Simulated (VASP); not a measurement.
# SnBiO2 (P6/mmm) in VASP: notebook, part 3 of 3

VASP 6.6.1. The steps go on from the part before.

## 6. Relaxation of cell and atoms, PBE

This run uses another cell than the first one, of 21.66 Å³/atom.

INCAR

```
SYSTEM = SnBiO2
PREC     = Accurate       ! precision mode
ENCUT    = 600            ! plane-wave cutoff, eV
EDIFF    = 1E-6           ! SCF threshold, eV
ISMEAR   = 0              ! smearing method
SIGMA    = 0.1            ! smearing width, eV
LREAL    = .FALSE.        ! projectors in reciprocal space
LASPH    = .TRUE.         ! aspherical terms in the spheres
NELM     = 100            ! most SCF steps
ALGO     = Normal         ! electronic algorithm
ISIF     = 3              ! what is computed and relaxed
LWAVE    = .FALSE.        ! write WAVECAR
LCHARG   = .FALSE.        ! write CHGCAR
GGA      = PE             ! functional
IBRION   = 2              ! ionic algorithm
NSW      = 100            ! ionic steps
EDIFFG   = -0.01          ! ionic threshold
```

KPOINTS

```
Automatic mesh
0
G
  12 12 8
  0 0 0
```

POSCAR

```
SnBiO2
1.0
    4.0240744708      0.0000000000      0.0000000000
   -2.0120372354      3.4849507185      0.0000000000
    0.0000000000      0.0000000000      6.1769712533
Sn Bi O
1 1 2
Direct
    0.0000000000      0.0000000000      0.5000000000
    0.0000000000      0.0000000000      0.0000000000
    0.3333333333      0.6666666667      0.0000000000
    0.6666666667      0.3333333333      0.0000000000
```

Potentials or basis: VASP PAW PBE potentials, release 64 (Sn_d, Bi_d, O).

Launch:

```bash
> cat potpaw_PBE.64/Sn_d/POTCAR potpaw_PBE.64/Bi_d/POTCAR potpaw_PBE.64/O/POTCAR > POTCAR
> mpirun -np 1 vasp_std > vasp.out
```

OUTCAR:

```text
SYSTEM = SnBiO2
   PREC = Accurate
   ENCUT = 600
   EDIFF = 1E-6
   ISMEAR = 0
   LREAL = .FALSE.
   LASPH = .TRUE.
   NELM = 100
   ISIF = 3
   GGA = PE
   IBRION = 2
   NSW = 100
   EDIFFG = -0.01

 ion  position               nearest neighbor table
   1  0.000  0.000  0.500-   2 3.09   2 3.09
   2  0.000  0.000  0.000-   3 2.32   4 2.32   4 2.32   3 2.32   4 2.32   3 2.32   1 3.09   1 3.09

   3  0.333  0.667  0.000-   2 2.32   2 2.32   2 2.32
   4  0.667  0.333  0.000-   2 2.32   2 2.32   2 2.32

  LATTYP: Found a hexagonal cell.
 ALAT       =     4.0240744708
 C/A-ratio  =     1.5350042098

  Lattice vectors:

 A1 = (   4.0240744708,   0.0000000000,   0.0000000000)
 A2 = (  -2.0120372354,   3.4849507185,   0.0000000000)
 A3 = (   0.0000000000,   0.0000000000,   6.1769712533)

Analysis of symmetry for initial positions (statically):
=====================================================================
 Subroutine PRICEL returns:
 Original cell was already a primitive cell.

 Routine SETGRP: Setting up the symmetry group for a
 hexagonal supercell.

 Subroutine GETGRP returns: Found 24 space group operations
[... 176 lines left out ...]
  --------------------------------------------------------------------------------------
  -------------------------------------------------------------------------------------
  Total        0.3306984      0.3306984      0.0762397      0.0000000      0.0000000     -0.0000000
  in kB        6.1165211      6.1165211      1.4101110      0.0000000      0.0000000     -0.0000000
  external PRESSURE =       4.5477178 kB  Pullay stress =       0.0000000 kB
[... 139 lines left out ...]
--------------------------------------- Ionic step        5  -------------------------------------------

 number of electron      40.9999983 magnetization

 Free energy of the ion-electron system (eV)
  ---------------------------------------------------
  ext. energy  EPLUGINS =         0.00000000
  ---------------------------------------------------
  free energy    TOTEN  =       -17.15797787 eV

  energy without entropy =      -17.12834431  energy(sigma->0) =      -17.14316109

 E-fermi :   4.4696     XC(G=0):  -9.4930

 val. band max:        4.4678667750   @ k =   0.0000   0.0000   0.1250
 cond. band min:       4.4853644687   @ k =   0.4167   0.0833   0.0000
 fundamental gap:      0.0174976937
 Fermi energy:         4.4696390715

 k-point     1 :       0.0000    0.0000    0.0000
  band No.  band energies     occupation
      1     -18.0778      2.00000
      2     -17.7932      2.00000
      3     -17.7932      2.00000
      4     -17.7323      2.00000
      5     -17.7323      2.00000
      6     -17.0544      2.00000
[... 637 lines left out ...]
     23       7.0283      0.00000
     24       9.8762      0.00000

 [... further k-points ...]

------------------------ aborting loop because EDIFF is reached ----------------------------------------

  FORCE on cell =-STRESS in cart. coord.  units (eV):
  Direction    XX          YY          ZZ          XY          YZ          ZX
  --------------------------------------------------------------------------------------
  -------------------------------------------------------------------------------------
  Total       -0.0005503     -0.0005503      0.0191222     -0.0000000      0.0000000      0.0000000
  in kB       -0.0101098     -0.0101098      0.3512820     -0.0000000      0.0000000      0.0000000
  external PRESSURE =       0.1103541 kB  Pullay stress =       0.0000000 kB
[... 19 lines left out ...]
  FREE ENERGIE OF THE ION-ELECTRON SYSTEM (eV)
  ---------------------------------------------------
  free  energy   TOTEN  =       -17.1579778661 eV

  energy  without entropy=      -17.1283443104  energy(sigma->0) =      -17.14316109

 reached required accuracy - stopping structural energy minimisation
```

OSZICAR:

```text
N       E                     dE             d eps       ncg     rms          rms(c)
DAV:   1     0.471323649878E+03    0.47132E+03   -0.22912E+04  4592   0.237E+03
DAV:   2     0.424039015020E+02   -0.42892E+03   -0.42259E+03  5064   0.595E+02
DAV:   3    -0.209385562765E+02   -0.63342E+02   -0.62034E+02  5520   0.210E+02
DAV:   4    -0.237562846580E+02   -0.28177E+01   -0.28152E+01  5192   0.482E+01
[... 42 lines left out ...]
DAV:   3    -0.171580028989E+02    0.80133E-03   -0.44850E-03  5608   0.310E-01    0.316E-02
DAV:   4    -0.171579807620E+02    0.22137E-04   -0.18735E-04  5384   0.152E-01    0.966E-03
DAV:   5    -0.171579791175E+02    0.16445E-05   -0.11254E-05  5544   0.329E-02    0.455E-03
DAV:   6    -0.171579780292E+02    0.10883E-05   -0.99362E-07  2832   0.976E-03    0.101E-03
DAV:   7    -0.171579778661E+02    0.16318E-06   -0.22297E-07  2408   0.594E-03
   5 F= -.17157978E+02 E0= -.17143161E+02  d E =-.229716E-04
```

Wall time 7.7 min (1 thread of Intel Xeon Platinum 8375C at 2.90GHz (Ice Lake), shared host); peak memory 0.4 GiB.

Results:

```
Free energy                           : -17.1580 eV
Relaxed volume                        : 21.80 Å³/atom
Relaxed cell                          : a = 4.035 Å, b = 4.035 Å, c = 6.185 Å, α = 90.00°, β = 90.00°, γ = 120.00°
Space group after relaxing (to 0.1 Å) : P6/mmm (No. 191)
Energy gained by relaxing             : 0.2 meV/atom
Ionic steps                           : 5
Pressure after relaxing               : 0.0 GPa
Band gap on the k mesh                : zero (an odd number of electrons rules out a gap without spin polarisation)
```

Step by step:
```
step  energy change (eV)  largest force (eV/Å)  pressure (GPa)  volume (Å³)
   1              0.0000                0.0000            0.45        86.62
   2             -0.0008                0.0000           -0.14        87.40
   3             -0.0010                0.0000            0.02        87.18
   4             -0.0010                0.0000            0.03        87.17
   5             -0.0010                0.0000            0.01        87.22
```

Final structure:
```cif
data_structure
_symmetry_space_group_name_H-M 'P 1'
_symmetry_Int_Tables_number 1
_cell_length_a 4.0353
_cell_length_b 4.0353
_cell_length_c 6.1847
_cell_angle_alpha 90.000
_cell_angle_beta 90.000
_cell_angle_gamma 120.000
_cell_volume 87.22
loop_
_atom_site_label
_atom_site_type_symbol
_atom_site_fract_x
_atom_site_fract_y
_atom_site_fract_z
_atom_site_occupancy
Sn1 Sn 0.00000 0.00000 0.50000 1
Bi1 Bi 0.00000 0.00000 0.00000 1
O1 O 0.33333 0.66667 0.00000 1
O2 O 0.66667 0.33333 0.00000 1
```

Caveat: spin-orbit coupling is left out, which moves the levels of the heavy elements; an odd number of electrons without spin polarisation forces a metal; a magnetic or distorted state may lie lower.

## 7. Summary

| task | cell | k mesh | cutoff (eV) | gap on the mesh (eV) | pressure (GPa) | relaxed volume (Å³/atom) |
| --- | --- | --- | --- | --- | --- | --- |
| single point | a = 4.538, b = 4.538, c = 4.833 Å, angles 90.0, 90.0, 120.0°, 4 atoms | 6 × 6 × 4 | 520 | none | 8.1 | - |
| single point | a = 4.024, b = 4.024, c = 6.177 Å, angles 90.0, 90.0, 120.0°, 4 atoms | 6 × 6 × 4 | 520 | none | 0.3 | - |
| relaxation of cell and atoms | relaxed from a = 4.538, b = 4.538, c = 4.833 Å, angles 90.0, 90.0, 120.0°, 4 atoms | 6 × 6 × 4 | 600 | none | -0.1 | 21.52 |
| single point | a = 4.033, b = 4.033, c = 6.195 Å, angles 90.0, 90.0, 120.0°, 4 atoms | 12 × 12 × 8 | 520 | none | 0.1 | - |
| relaxation of cell and atoms | relaxed from a = 4.024, b = 4.024, c = 6.177 Å, angles 90.0, 90.0, 120.0°, 4 atoms | 12 × 12 × 8 | 600 | none | 0.0 | 21.80 |

Alike in all rows: level PBE; potentials or basis VASP PAW PBE potentials, release 64 (Sn_d, Bi_d, O); no spin polarisation; smearing gaussian 0.1 eV.

Caveats: spin-orbit coupling is left out, which moves the levels of the heavy elements; an odd number of electrons without spin polarisation forces a metal; a magnetic or distorted state may lie lower; the cell stands under pressure (at least some runs); a cell axis changed by over 15 % at a fixed basis, so the end point is rough (at least some runs).

Total energies depend on the potentials used, so only differences within one code and one set of settings carry meaning.
